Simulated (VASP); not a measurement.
# AlN (P6_3mc) in VASP: further runs

AlN is run at these levels: PBE; tasks: single point, relaxation of shape and atoms at fixed volume.

Program: VASP 6.6.1. These are calculated values, not measurements. Logs are shortened: lines on timing, memory, paths and dates and some standing lists are left out, and cuts for length are marked.

### 1 The cell of the first run

The structure is hexagonal, space group P6_3mc (No. 186). The conventional cell has a = 3.188 Å, b = 3.188 Å, c = 5.127 Å, α = 90.00°, β = 90.00°, γ = 120.00°. Within 2.6 Å of Al (site symmetry 3m) lie 4 N at 1.94 to 1.95 Å. Within 2.6 Å of N (site symmetry 3m) lie 4 Al at 1.94 to 1.95 Å.

### 2 Single point, PBE (volume scaled by 1.06, then relaxed in part)

INCAR

```
SYSTEM = AlN
ALGO = Normal ; EDIFF = 1E-7
ENCUT = 520 ; GGA = PE
ISIF = 2 ; ISMEAR = 0
LASPH = .TRUE. ; LCHARG = .FALSE.
LREAL = .FALSE. ; LWAVE = .FALSE.
NBANDS = 16 ; NELM = 80
PREC = Accurate ; SIGMA = 0.02
```

KPOINTS

```
k-points
0
G
  9 9 6
  0 0 0
```

POSCAR

```
AlN
1.0
    3.1883521698      0.0000000000      0.0000000000
   -1.5941760849      2.7611939752      0.0000000000
    0.0000000000      0.0000000000      5.1269294908
Al N
2 2
Direct
    0.3333333333      0.6666666667     -0.0004182775
    0.6666666667      0.3333333333      0.4995817225
    0.3333333333      0.6666666667      0.3804182775
    0.6666666667      0.3333333333      0.8804182775
```

Potentials or basis: VASP PAW PBE potentials, release 64 (Al, N).

Command:

```bash
$ cat potpaw_PBE.64/Al/POTCAR potpaw_PBE.64/N/POTCAR > POTCAR
$ mpirun -np 1 vasp_std > vasp.out
```

OUTCAR:

```text
SYSTEM = AlN
   EDIFF = 1E-7
   ENCUT = 520
   GGA = PE
   ISIF = 2
   ISMEAR = 0
   LASPH = .TRUE.
   LREAL = .FALSE.
   NELM = 80
   PREC = Accurate

 ion  position               nearest neighbor table
   1  0.333  0.667  1.000-   4 1.94   4 1.94   4 1.94   3 1.95   2 3.16   2 3.16   2 3.16   2 3.16
                             2 3.16   2 3.16
   2  0.667  0.333  0.500-   3 1.94   3 1.94   3 1.94   4 1.95   1 3.16   1 3.16   1 3.16   1 3.16
                             1 3.16   1 3.16
   3  0.333  0.667  0.380-   2 1.94   2 1.94   2 1.94   1 1.95
   4  0.667  0.333  0.880-   1 1.94   1 1.94   1 1.94   2 1.95

  LATTYP: Found a hexagonal cell.
 ALAT       =     3.1883521698
 C/A-ratio  =     1.6080185681

  Lattice vectors:

 A1 = (   3.1883521698,   0.0000000000,   0.0000000000)
 A2 = (  -1.5941760849,   2.7611939752,   0.0000000000)
 A3 = (   0.0000000000,   0.0000000000,   5.1269294908)

Analysis of symmetry for initial positions (statically):
=====================================================================
 Subroutine PRICEL returns:
 Original cell was already a primitive cell.

 Routine SETGRP: Setting up the symmetry group for a
 hexagonal supercell.

 Subroutine GETGRP returns: Found 12 space group operations
 (whereof  6 operations were pure point group operations)
 out of a pool of 24 trial point group operations.

The static configuration has the point symmetry C_3v.
 The point group associated with its full space group is C_6v.

Analysis of symmetry for dynamics (positions and initial velocities):
=====================================================================
 Subroutine PRICEL returns:
 Original cell was already a primitive cell.

 Routine SETGRP: Setting up the symmetry group for a
 hexagonal supercell.

 Subroutine GETGRP returns: Found 12 space group operations
 (whereof  6 operations were pure point group operations)
 out of a pool of 24 trial point group operations.

The dynamic configuration has the point symmetry C_3v.
 The point group associated with its full space group is C_6v.

 Subroutine INISYM returns: Found 12 space group operations
 (whereof  6 operations are pure point group operations),
 and found     1 'primitive' translations

----------------------------------------------------------------------------------------

                                     Primitive cell

  volume of cell :      45.1357

  direct lattice vectors                    reciprocal lattice vectors
     3.188352170  0.000000000  0.000000000     0.313641639  0.181081085  0.000000000
    -1.594176085  2.761193975  0.000000000     0.000000000  0.362162169  0.000000000
     0.000000000  0.000000000  5.126929491     0.000000000  0.000000000  0.195048518

  length of vectors
     3.188352170  3.188352170  5.126929491     0.362162169  0.362162169  0.195048518

  position of ions in fractional coordinates (direct lattice)
     0.333333333  0.666666667  0.999581722
     0.666666667  0.333333333  0.499581722
     0.333333333  0.666666667  0.380418277
     0.666666667  0.333333333  0.880418277

  ion indices of the primitive-cell ions
   primitive index   ion index
                 1           1
                 2           2
                 3           3
                 4           4

----------------------------------------------------------------------------------------

 KPOINTS: k-points

Automatic generation of k-mesh.
 Grid dimensions read from file:
 generate k-points for:    9    9    6

 Generating k-lattice:

  Cartesian coordinates                     Fractional coordinates (reciprocal lattice)
     0.034849071  0.020120121  0.000000000     0.111111111  0.000000000  0.000000000
     0.000000000  0.040240241  0.000000000     0.000000000  0.111111111  0.000000000
     0.000000000  0.000000000  0.032508086     0.000000000  0.000000000  0.166666667

  Length of vectors
     0.040240241  0.040240241  0.032508086

  Shift w.r.t. Gamma in fractional coordinates (k-lattice)
     0.000000000  0.000000000  0.000000000

 Subroutine IBZKPT returns following result:
 ===========================================

 Found     48 irreducible k-points:

 Following reciprocal coordinates:
            Coordinates               Weight
  0.000000  0.000000  0.000000      1.000000
  0.111111  0.000000  0.000000      6.000000
  0.222222  0.000000  0.000000      6.000000
  0.333333  0.000000  0.000000      6.000000
  0.444444  0.000000  0.000000      6.000000
  0.111111  0.111111  0.000000      6.000000
[... 16 lines left out ...]
  0.333333  0.222222  0.166667     24.000000
  0.333333  0.333333  0.166667      4.000000
 [... further k-points ...]
   k-points           NKPTS =     48   k-points in BZ     NKDIM =     48   number of bands    NBANDS=     16
   number of dos      NEDOS =    301   number of ions     NIONS =      4
   total plane-waves  NPLWV =  23040
   dimension x,y,z NGX =    24 NGY =   24 NGZ =   40
   dimension x,y,z NGXF=    48 NGYF=   48 NGZF=   80
   ions per type =               2   2
   NGX,Y,Z   is equivalent  to a cutoff of  12.51, 12.51, 12.97 a.u.
   NGXF,Y,Z  is equivalent  to a cutoff of  25.03, 25.03, 25.94 a.u.
 SYSTEM =  AlN
   PREC   = accura    normal or accurate (medium, high low for compatibility)
   ISTART =      0    job   : 0-new  1-cont  2-samecut
   ICHARG =      2    charge: 1-file 2-atom 10-const
   ISPIN  =      1    spin polarized calculation?
   LNONCOLLINEAR =      F non collinear calculations
   LSORBIT =      F    spin-orbit coupling
   LASPH  =      T    aspherical Exc in radial PAW
   ENCUT  =  520.0 eV  38.22 Ry    6.18 a.u.   5.93  5.93  9.53*2*pi/ulx,y,z
   NELM   =     80;   NELMIN=  2; NELMDL= -5     # of ELM steps
   EDIFF  = 0.1E-06   stopping-criterion for ELM
   LREAL  =      F    real-space projection
   EDIFFG = 0.1E-05   stopping-criterion for IOM
   NSW    =      0    number of steps for IOM
   IBRION =     -1    ionic relax: 0-MD 1-quasi-New 2-CG
   NFREE  =      0    steps in history (QN), initial steepest desc. (CG)
   ISIF   =      2    stress and relaxation
   ISYM   =      2    0-nonsym 1-usesym 2-fastsym
   POTIM  = 0.5000    time-step for ionic-motion
   TEBEG  =    0.0;   TEEND  =   0.0 temperature during run
   PSTRESS=    0.0 pullay stress
   NELECT =      16.0000    total number of electrons
   NUPDOWN=      -1.0000    fix difference up-down
   EMIN   =  10.00;   EMAX   =-10.00  energy-range for DOS
   EFERMI =   0.00;   METHOD = LEGACY
   ISMEAR =     0;   SIGMA  =   0.02  broadening in eV -4-tet -1-fermi 0-gaus
   EFERMI_NEDOS =   21; number of points for ismear=-14 and -15
   IALGO  =     38    algorithm
   IMIX   =      4    mixing-type and parameters
     AMIX     =   0.40;   BMIX     =  1.00
     AMIX_MAG =   1.60;   BMIX_MAG =  1.00
  volume/ion in A,a.u.               =      11.28        76.15
  Fermi-wavevector in a.u.,A,eV,Ry     =   1.158621  2.189476 18.264489  1.342402
  Thomas-Fermi vector in A             =   2.295221
   LORBIT       =      0    0 simple, 1 ext, 2 COOP (PROOUT), +10 PAW based schemes
   GGA     = PE    functional components
   LHFCALC =     F    Hartree Fock is set to
   AEXX    =    0.0000 exact exchange contribution
   IVDW    =     0    specifies the selected vdW correction
   LEPSILON=     F    determine dielectric tensor
   LRPA    =     F    only Hartree local field effects (RPA)
 non-spin polarized calculation
 Gauss-broadening in eV      SIGMA  =   0.02
  energy-cutoff  :      520.00
  volume of cell :       45.14
 maximum number of plane-waves:      1230
 NGX is ok and might be reduce to    24
   NGX = 11   NGY = 11   NGZ = 19

 number of electron      16.0000003 magnetization

 Free energy of the ion-electron system (eV)
  ---------------------------------------------------
  ext. energy  EPLUGINS =         0.00000000
  ---------------------------------------------------
  free energy    TOTEN  =       -29.69368467 eV

  energy without entropy =      -29.69368467  energy(sigma->0) =      -29.69368467

 E-fermi :   5.5445     XC(G=0): -10.5777

 val. band max:        5.4062397881   @ k =   0.0000   0.0000   0.0000
 cond. band min:       8.9664232267   @ k =   0.0000   0.0000   0.0000
 fundamental gap:      3.5601834386
 Fermi energy:         5.5444933342

 k-point     1 :       0.0000    0.0000    0.0000
  band No.  band energies     occupation
      1      -9.3045      2.00000
      2      -7.4051      2.00000
      3      -0.2387      2.00000
      4       4.6231      2.00000
      5       4.6231      2.00000
      6       5.2429      2.00000
[... 8 lines left out ...]
     15      17.8612      0.00000
     16      17.8612      0.00000

 k-point     2 :       0.1111    0.0000    0.0000
  band No.  band energies     occupation
      1      -9.1613      2.00000
      2      -7.3254      2.00000
      3      -0.0629      2.00000
      4       3.9445      2.00000
      5       4.4393      2.00000
      6       4.5516      2.00000
[... 8 lines left out ...]
     15      17.7521      0.00000
     16      17.9405      0.00000

 k-point     3 :       0.2222    0.0000    0.0000
  band No.  band energies     occupation
      1      -8.7570      2.00000
      2      -7.1261      2.00000
      3       0.4461      2.00000
      4       2.5133      2.00000
      5       3.3321      2.00000
      6       4.0569      2.00000
[... 8 lines left out ...]
     15      16.9664      0.00000
     16      17.8531      0.00000

 k-point     4 :       0.3333    0.0000    0.0000
  band No.  band energies     occupation
      1      -8.1803      2.00000
      2      -6.9328      2.00000
      3       1.0992      2.00000
      4       1.2875      2.00000
      5       2.2189      2.00000
      6       3.6985      2.00000
[... 8 lines left out ...]
     15      16.8120      0.00000
     16      19.0834      0.00000

 k-point     5 :       0.4444    0.0000    0.0000
  band No.  band energies     occupation
      1      -7.6446      2.00000
      2      -6.9054      2.00000
      3       0.3610      2.00000
      4       1.5117      2.00000
      5       2.0834      2.00000
      6       3.4917      2.00000
[... 8 lines left out ...]
     15      17.5613      0.00000
     16      19.6383      0.00000

 k-point     6 :       0.1111    0.1111    0.0000
  band No.  band energies     occupation
      1      -8.8872      2.00000
      2      -7.1853      2.00000
      3       0.2800      2.00000
      4       3.1461      2.00000
      5       3.3375      2.00000
      6       4.3386      2.00000
[... 8 lines left out ...]
     15      17.1832      0.00000
     16      18.1087      0.00000
[... 267 lines left out ...]
 k-point    21 :       0.4444    0.1111    0.1667
  band No.  band energies     occupation
      1      -7.4344      2.00000
      2      -6.9512      2.00000
      3       0.2542      2.00000
      4       1.1797      2.00000
      5       2.5664      2.00000
      6       3.2357      2.00000
[... 8 lines left out ...]
     15      17.5462      0.00000
     16      19.5324      0.00000

 k-point    22 :       0.2222    0.2222    0.1667
  band No.  band energies     occupation
      1      -7.8172      2.00000
      2      -6.9414      2.00000
      3       1.0510      2.00000
      4       1.2904      2.00000
      5       2.4964      2.00000
      6       2.8921      2.00000
[... 8 lines left out ...]
     15      16.9802      0.00000
     16      19.5876      0.00000

 k-point    23 :       0.3333    0.2222    0.1667
  band No.  band energies     occupation
      1      -7.3605      2.00000
      2      -6.9290      2.00000
      3       0.7040      2.00000
      4       1.2965      2.00000
      5       2.1054      2.00000
      6       3.0589      2.00000
[... 8 lines left out ...]
     15      17.6228      0.00000
     16      19.3237      0.00000

 k-point    24 :       0.3333    0.3333    0.1667
  band No.  band energies     occupation
      1      -7.0616      2.00000
      2      -7.0616      2.00000
      3       1.0614      2.00000
      4       1.4040      2.00000
      5       1.4040      2.00000
      6       2.9197      2.00000
[... 8 lines left out ...]
     15      18.0164      0.00000
     16      19.4925      0.00000

 [... further k-points ...]

------------------------ aborting loop because EDIFF is reached ----------------------------------------

  FORCE on cell =-STRESS in cart. coord.  units (eV):
  Direction    XX          YY          ZZ          XY          YZ          ZX
  --------------------------------------------------------------------------------------
  -------------------------------------------------------------------------------------
  Total       -2.8988806     -2.8988806     -2.8949193      0.0000000      0.0000000     -0.0000000
  in kB     -102.9011807   -102.9011807   -102.7605679      0.0000000      0.0000000     -0.0000000
  external PRESSURE =    -102.8543097 kB  Pullay stress =       0.0000000 kB

 VOLUME and BASIS-vectors are now :
 -----------------------------------------------------------------------------
  energy-cutoff  :      520.00
  volume of cell :       45.14
      direct lattice vectors                 reciprocal lattice vectors
     3.188352170  0.000000000  0.000000000     0.313641639  0.181081085  0.000000000
    -1.594176085  2.761193975  0.000000000     0.000000000  0.362162169  0.000000000
     0.000000000  0.000000000  5.126929491     0.000000000  0.000000000  0.195048518

 POSITION                                       TOTAL-FORCE (eV/Angst)
 -----------------------------------------------------------------------------------
     -0.00000      1.84080      5.12479         0.000000     -0.000000      0.006156
      1.59418      0.92040      2.56132        -0.000000      0.000000      0.006156
     -0.00000      1.84080      1.95038        -0.000000      0.000000     -0.006156
      1.59418      0.92040      4.51384        -0.000000      0.000000     -0.006156
 -----------------------------------------------------------------------------------
    total drift:                                0.000000      0.000000     -0.000743

  FREE ENERGIE OF THE ION-ELECTRON SYSTEM (eV)
  ---------------------------------------------------
  free  energy   TOTEN  =       -29.6936846701 eV

  energy  without entropy=      -29.6936846701  energy(sigma->0) =      -29.69368467
```

Run time: 34 s. Hardware: 1 thread of AMD EPYC 7R43 (Zen 3), shared host; peak memory 0.13 GiB.

Results:

- Free energy: -29.6937 eV
- Pressure: -10.3 GPa
- Largest force: 0.006 eV/Å
- Band gap on the k mesh: 3.56 eV, direct

Forces on the atoms (eV/Å):
```
Al   0.000  0.000  0.006
Al   0.000  0.000  0.006
N    0.000  0.000 -0.006
N    0.000  0.000 -0.006
```

### 3 Single point, PBE (volume scaled by 1.10, then relaxed in part)

INCAR

```
SYSTEM = AlN
PREC = Accurate
ENCUT = 520
EDIFF = 1E-7
ISMEAR = 0
SIGMA = 0.02
LREAL = .FALSE.
LASPH = .TRUE.
NELM = 100
ALGO = Normal
ISIF = 2
LWAVE = .FALSE.
LCHARG = .TRUE.
GGA = PE
LELF = .TRUE.
LVHAR = .TRUE.
NBANDS = 16
```

KPOINTS

```
regular mesh
0
G
  9 9 6
  0 0 0
```

POSCAR

```
AlN
1.0
    3.2259860444      0.0000000000      0.0000000000
   -1.6129930222      2.7937858667      0.0000000000
    0.0000000000      0.0000000000      5.1969886321
Al N
2 2
Direct
    0.3333333333      0.6666666667     -0.0002025216
    0.6666666667      0.3333333333      0.4997974784
    0.3333333333      0.6666666667      0.3802025216
    0.6666666667      0.3333333333      0.8802025216
```

Potentials or basis: VASP PAW PBE potentials, release 64 (Al, N).

Command:

```bash
$ cat potpaw_PBE.64/Al/POTCAR potpaw_PBE.64/N/POTCAR > POTCAR
$ mpirun -np 1 vasp_std > vasp.out
```

It took 36 s on 1 thread of AMD EPYC 7R43 (Zen 3), shared host; peak memory 0.13 GiB.

The run converged. Its results:

* Free energy: -29.5565 eV
* Pressure: -15.5 GPa
* Largest force: 0.005 eV/Å
* Band gap on the k mesh: 3.26 eV, direct

Forces on the atoms (eV/Å):
```
Al   0.000  0.000  0.005
Al   0.000  0.000  0.005
N    0.000  0.000 -0.005
N    0.000  0.000 -0.005
```

Levels at points of the mesh, in eV from the valence-band top:
| k point | band 6 | band 7 | band 8 | band 9 | band 10 | band 11 |
| --- | --- | --- | --- | --- | --- | --- |
| (0.00, 0.00, 0.00) | -0.14 | -0.14 | 0.00 | 3.26 | 5.78 | 9.71 |
| (0.00, 0.00, 0.50) | -0.45 | -0.45 | -0.45 | 5.55 | 5.55 | 9.42 |

[end of part 1 of 2]
